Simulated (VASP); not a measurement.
# WS2 in VASP: single point with PBE+D3(BJ)

Aim: the single point of WS2 with PBE+D3(BJ).

Everything below comes from runs of VASP 6.6.1. Logs are shortened: lines on timing, memory, paths and dates and some standing lists are left out, and cuts for length are marked.

**1. The cell of the first run**

The cell holds a slab with vacuum, 6 atoms: a = 3.160 Å, b = 3.160 Å, c = 23.804 Å, α = 90.00°, β = 90.00°, γ = 120.00°.

**2. Single point, PBE+D3(BJ)**

Input file INCAR:

```
SYSTEM = WS2
PREC = Accurate
ENCUT = 520
EDIFF = 1E-6
ISMEAR = 0
SIGMA = 0.05
LREAL = .False.
LASPH = .True.
NELM = 80
ALGO = Normal
ISIF = 2
LWAVE = .False.
LCHARG = .False.
LDIPOL = .True.
IDIPOL = 3
DIPOL = 0.5 0.5 0.402
GGA = PE
IVDW = 12
NBANDS = 35
```

Input file KPOINTS:

```
regular mesh
0
Gamma
  9 9 1
  0 0 0
```

Input file POSCAR:

```
WS2
1.0
    3.1595456682      0.0000000000      0.0000000000
   -1.5797728341      2.7362468131      0.0000000000
    0.0000000000      0.0000000000     23.8042574330
S W
4 2
Direct
    0.3333333333      0.6666666667      0.1890418137
    0.3333333333      0.6666666667      0.3214605092
    0.3333333333      0.6666666667      0.4827761903
    0.3333333333      0.6666666667      0.6151948858
    0.6666666667      0.3333333333      0.2552511584
    0.6666666667      0.3333333333      0.5489855349
```

Potentials or basis: VASP PAW PBE potentials, release 64 (S, W_sv).

On the command line:

```console
$ cat potpaw_PBE.64/S/POTCAR potpaw_PBE.64/W_sv/POTCAR > POTCAR
$ mpirun -np 1 vasp_std > vasp.out
```

OUTCAR:

```text
SYSTEM = WS2
   PREC = Accurate
   ENCUT = 520
   EDIFF = 1E-6
   ISMEAR = 0
   LREAL = .False.
   LASPH = .True.
   NELM = 80
   ISIF = 2
   GGA = PE
   IVDW = 12
 IVDW          = 12

 ion  position               nearest neighbor table
   1  0.333  0.667  0.189-   5 2.41   5 2.41   5 2.41
   2  0.333  0.667  0.321-   5 2.41   5 2.41   5 2.41
   3  0.333  0.667  0.483-   6 2.41   6 2.41   6 2.41
   4  0.333  0.667  0.615-   6 2.41   6 2.41   6 2.41
   5  0.667  0.333  0.255-   1 2.41   1 2.41   1 2.41   2 2.41   2 2.41   2 2.41
   6  0.667  0.333  0.549-   3 2.41   3 2.41   3 2.41   4 2.41   4 2.41   4 2.41

  LATTYP: Found a hexagonal cell.
 ALAT       =     3.1595456682
 C/A-ratio  =     7.5340760770

  Lattice vectors:

 A1 = (   3.1595456682,   0.0000000000,   0.0000000000)
 A2 = (  -1.5797728341,   2.7362468131,   0.0000000000)
 A3 = (   0.0000000000,   0.0000000000,  23.8042574330)

Analysis of symmetry for initial positions (statically):
=====================================================================
 Subroutine PRICEL returns:
 Original cell was already a primitive cell.

 Routine SETGRP: Setting up the symmetry group for a
 hexagonal supercell.

 Subroutine GETGRP returns: Found 12 space group operations
 (whereof  6 operations were pure point group operations)
 out of a pool of 24 trial point group operations.

The static configuration has the point symmetry C_3v.
 The point group associated with its full space group is D_3h.

Analysis of symmetry for dynamics (positions and initial velocities):
=====================================================================
 Subroutine PRICEL returns:
 Original cell was already a primitive cell.

 Routine SETGRP: Setting up the symmetry group for a
 hexagonal supercell.

 Subroutine GETGRP returns: Found 12 space group operations
 (whereof  6 operations were pure point group operations)
 out of a pool of 24 trial point group operations.

The dynamic configuration has the point symmetry C_3v.
 The point group associated with its full space group is D_3h.

 Subroutine INISYM returns: Found 12 space group operations
 (whereof  6 operations are pure point group operations),
 and found     1 'primitive' translations

----------------------------------------------------------------------------------------

                                     Primitive cell

  volume of cell :     205.7949

  direct lattice vectors                    reciprocal lattice vectors
     3.159545668  0.000000000  0.000000000     0.316501201  0.182732054  0.000000000
    -1.579772834  2.736246813  0.000000000     0.000000000  0.365464108  0.000000000
     0.000000000  0.000000000 23.804257433     0.000000000  0.000000000  0.042009292

  length of vectors
     3.159545668  3.159545668 23.804257433     0.365464108  0.365464108  0.042009292

  position of ions in fractional coordinates (direct lattice)
     0.333333333  0.666666667  0.189041814
     0.333333333  0.666666667  0.321460509
     0.333333333  0.666666667  0.482776190
     0.333333333  0.666666667  0.615194886
     0.666666667  0.333333333  0.255251158
     0.666666667  0.333333333  0.548985535

  ion indices of the primitive-cell ions
   primitive index   ion index
                 1           1
                 2           2
                 3           3
                 4           4
                 5           5
                 6           6

----------------------------------------------------------------------------------------

 KPOINTS: regular mesh

Automatic generation of k-mesh.
 Grid dimensions read from file:
 generate k-points for:    9    9    1

 Generating k-lattice:

  Cartesian coordinates                     Fractional coordinates (reciprocal lattice)
     0.035166800  0.020303562  0.000000000     0.111111111 -0.000000000  0.000000000
     0.000000000  0.040607123  0.000000000     0.000000000  0.111111111  0.000000000
     0.000000000  0.000000000  0.042009292     0.000000000  0.000000000  1.000000000

  Length of vectors
     0.040607123  0.040607123  0.042009292

  Shift w.r.t. Gamma in fractional coordinates (k-lattice)
     0.000000000  0.000000000  0.000000000

 Subroutine IBZKPT returns following result:
 ===========================================

 Found     12 irreducible k-points:

 Following reciprocal coordinates:
            Coordinates               Weight
  0.000000  0.000000  0.000000      1.000000
  0.111111  0.000000  0.000000      6.000000
  0.222222 -0.000000  0.000000      6.000000
  0.333333  0.000000  0.000000      6.000000
  0.444444 -0.000000  0.000000      6.000000
  0.111111  0.111111  0.000000      6.000000
  0.222222  0.111111  0.000000     12.000000
  0.333333  0.111111  0.000000     12.000000
  0.444444  0.111111  0.000000      6.000000
  0.222222  0.222222  0.000000      6.000000
  0.333333  0.222222  0.000000     12.000000
  0.333333  0.333333  0.000000      2.000000
   k-points           NKPTS =     12   k-points in BZ     NKDIM =     12   number of bands    NBANDS=     35
   number of dos      NEDOS =    301   number of ions     NIONS =      6
   total plane-waves  NPLWV = 103680
   dimension x,y,z NGX =    24 NGY =   24 NGZ =  180
   dimension x,y,z NGXF=    48 NGYF=   48 NGZF=  360
   ions per type =               4   2
   NGX,Y,Z   is equivalent  to a cutoff of  12.63, 12.63, 12.57 a.u.
   NGXF,Y,Z  is equivalent  to a cutoff of  25.26, 25.26, 25.14 a.u.
 SYSTEM =  WS2
   PREC   = accura    normal or accurate (medium, high low for compatibility)
   ISTART =      0    job   : 0-new  1-cont  2-samecut
   ICHARG =      2    charge: 1-file 2-atom 10-const
   ISPIN  =      1    spin polarized calculation?
   LNONCOLLINEAR =      F non collinear calculations
   LSORBIT =      F    spin-orbit coupling
   LASPH  =      T    aspherical Exc in radial PAW
   ENCUT  =  520.0 eV  38.22 Ry    6.18 a.u.   5.87  5.87 44.26*2*pi/ulx,y,z
   NELM   =     80;   NELMIN=  2; NELMDL= -5     # of ELM steps
   EDIFF  = 0.1E-05   stopping-criterion for ELM
   LREAL  =      F    real-space projection
   EDIFFG = 0.1E-04   stopping-criterion for IOM
   NSW    =      0    number of steps for IOM
   IBRION =     -1    ionic relax: 0-MD 1-quasi-New 2-CG
   NFREE  =      0    steps in history (QN), initial steepest desc. (CG)
   ISIF   =      2    stress and relaxation
   ISYM   =      2    0-nonsym 1-usesym 2-fastsym
   POTIM  = 0.5000    time-step for ionic-motion
   TEBEG  =    0.0;   TEEND  =   0.0 temperature during run
   PSTRESS=    0.0 pullay stress
   NELECT =      52.0000    total number of electrons
   NUPDOWN=      -1.0000    fix difference up-down
   EMIN   =  10.00;   EMAX   =-10.00  energy-range for DOS
   EFERMI =   0.00;   METHOD = LEGACY
   ISMEAR =     0;   SIGMA  =   0.05  broadening in eV -4-tet -1-fermi 0-gaus
   EFERMI_NEDOS =   21; number of points for ismear=-14 and -15
   IALGO  =     38    algorithm
   IMIX   =      4    mixing-type and parameters
     AMIX     =   0.40;   BMIX     =  1.00
     AMIX_MAG =   1.60;   BMIX_MAG =  1.00
  volume/ion in A,a.u.               =      34.30       231.46
  Fermi-wavevector in a.u.,A,eV,Ry     =   1.034978  1.955825 14.574280  1.071179
  Thomas-Fermi vector in A             =   2.169299
   LORBIT       =      0    0 simple, 1 ext, 2 COOP (PROOUT), +10 PAW based schemes
   GGA     = PE    functional components
   LHFCALC =     F    Hartree Fock is set to
   AEXX    =    0.0000 exact exchange contribution
   IVDW    =    12    specifies the selected vdW correction
   LEPSILON=     F    determine dielectric tensor
   LRPA    =     F    only Hartree local field effects (RPA)
 non-spin polarized calculation
 Gauss-broadening in eV      SIGMA  =   0.05
  energy-cutoff  :      520.00
  volume of cell :      205.79
 maximum number of plane-waves:      5566
 NGX is ok and might be reduce to    24
   NGX = 11   NGY = 11   NGZ = 89

 dipolmoment           0.000000      0.000000      0.000080 electrons x Angstroem

 number of electron      51.9999994 magnetization

 dipolmoment           0.000000      0.000000     -0.000005 electrons x Angstroem

 Free energy of the ion-electron system (eV)
  ---------------------------------------------------
  ext. energy  EPLUGINS =         0.00000000
  ---------------------------------------------------
  free energy    TOTEN  =       -47.32348186 eV

  energy without entropy =      -47.32348186  energy(sigma->0) =      -47.32348186

 E-fermi :   1.2717     XC(G=0):  -6.2044

 val. band max:        0.8864921792   @ k =   0.0000   0.0000   0.0000
 cond. band min:       2.7379541702   @ k =   0.3333   0.3333   0.0000
 fundamental gap:      1.8514619910
 Fermi energy:         1.2716777972

 k-point     1 :       0.0000    0.0000    0.0000
  band No.  band energies     occupation
      1     -73.1924      2.00000
      2     -73.1923      2.00000
      3     -37.4444      2.00000
      4     -37.4443      2.00000
      5     -37.2697      2.00000
      6     -37.2697      2.00000
[... 27 lines left out ...]
     34       3.8931      0.00000
     35       5.8486      0.00000

 k-point     2 :       0.1111    0.0000    0.0000
  band No.  band energies     occupation
      1     -73.1902      2.00000
      2     -73.1901      2.00000
      3     -37.4367      2.00000
      4     -37.4366      2.00000
      5     -37.3124      2.00000
      6     -37.3124      2.00000
[... 27 lines left out ...]
     34       4.1227      0.00000
     35       6.2148      0.00000
[... 340 lines left out ...]
     34       6.1384      0.00000
     35       6.8882      0.00000

 k-point    12 :       0.3333    0.3333    0.0000
  band No.  band energies     occupation
      1     -73.1715      2.00000
      2     -73.1715      2.00000
      3     -37.5355      2.00000
      4     -37.5355      2.00000
      5     -37.5012      2.00000
      6     -37.5012      2.00000
[... 27 lines left out ...]
     34       6.5534      0.00000
     35       7.1481      0.00000

------------------------ aborting loop because EDIFF is reached ----------------------------------------

 vacuum level on the upper side and lower side of the slab       (xc-potential included)        -0.128        -0.129

 Edisp (eV)   -2.05293

 E8    (eV) :    -0.8927

  FORCE on cell =-STRESS in cart. coord.  units (eV):
  Direction    XX          YY          ZZ          XY          YZ          ZX
  --------------------------------------------------------------------------------------
  -------------------------------------------------------------------------------------
  Total      -0.19689    -0.19689    -0.49033     0.00000     0.00000     0.00000
  in kB      -1.53286    -1.53286    -3.81739     0.00000     0.00000     0.00000
  external pressure =       -2.29 kB  Pullay stress =        0.00 kB

 VOLUME and BASIS-vectors are now :
 -----------------------------------------------------------------------------
  energy-cutoff  :      520.00
  volume of cell :      205.79
      direct lattice vectors                 reciprocal lattice vectors
     3.159545668  0.000000000  0.000000000     0.316501201  0.182732054  0.000000000
    -1.579772834  2.736246813  0.000000000     0.000000000  0.365464108  0.000000000
     0.000000000  0.000000000 23.804257433     0.000000000  0.000000000  0.042009292

 POSITION                                       TOTAL-FORCE (eV/Angst)
 -----------------------------------------------------------------------------------
     -0.00000      1.82416      4.50000         0.000000      0.000000      0.002597
     -0.00000      1.82416      7.65213         0.000000     -0.000000      0.039728
     -0.00000      1.82416     11.49213         0.000000     -0.000000     -0.039728
     -0.00000      1.82416     14.64426         0.000000      0.000000     -0.002597
      1.57977      0.91208      6.07606        -0.000000     -0.000000      0.032848
      1.57977      0.91208     13.06819        -0.000000     -0.000000     -0.032848
 -----------------------------------------------------------------------------------
    total drift:                                0.000000      0.000000     -0.000477

  FREE ENERGIE OF THE ION-ELECTRON SYSTEM (eV)
  ---------------------------------------------------
  free  energy   TOTEN  =       -49.3764097954 eV

  energy  without entropy=      -49.3764097954  energy(sigma->0) =      -49.37640980

 vacuum level on the upper side and lower side of the slab         6.381         6.381
```

Wall time 61 s (1 thread of Intel Xeon 6975P-C (Granite Rapids), shared host); peak memory 0.34 GiB.

What came out:

```
Free energy                : -49.3764 eV
Largest force              : 0.040 eV/Å
Band gap on the k mesh     : 1.85 eV (least direct gap 1.91 eV)
Dispersion energy per atom : -0.342 eV
```

Forces in eV/Å, atoms in the order of the input:
```
S    0.000  0.000  0.003
S    0.000  0.000  0.040
S    0.000  0.000 -0.040
S    0.000  0.000 -0.003
W    0.000  0.000  0.033
W    0.000  0.000 -0.033
```

Levels at points of the mesh, in eV from the valence-band top:
| k point | band 24 | band 25 | band 26 | band 27 | band 28 | band 29 |
| --- | --- | --- | --- | --- | --- | --- |
| (0.00, 0.00, 0.00) | -1.64 | -0.36 | 0.00 | 2.85 | 2.85 | 2.87 |

Caveat: spin-orbit coupling is left out, which moves the levels of the heavy elements.
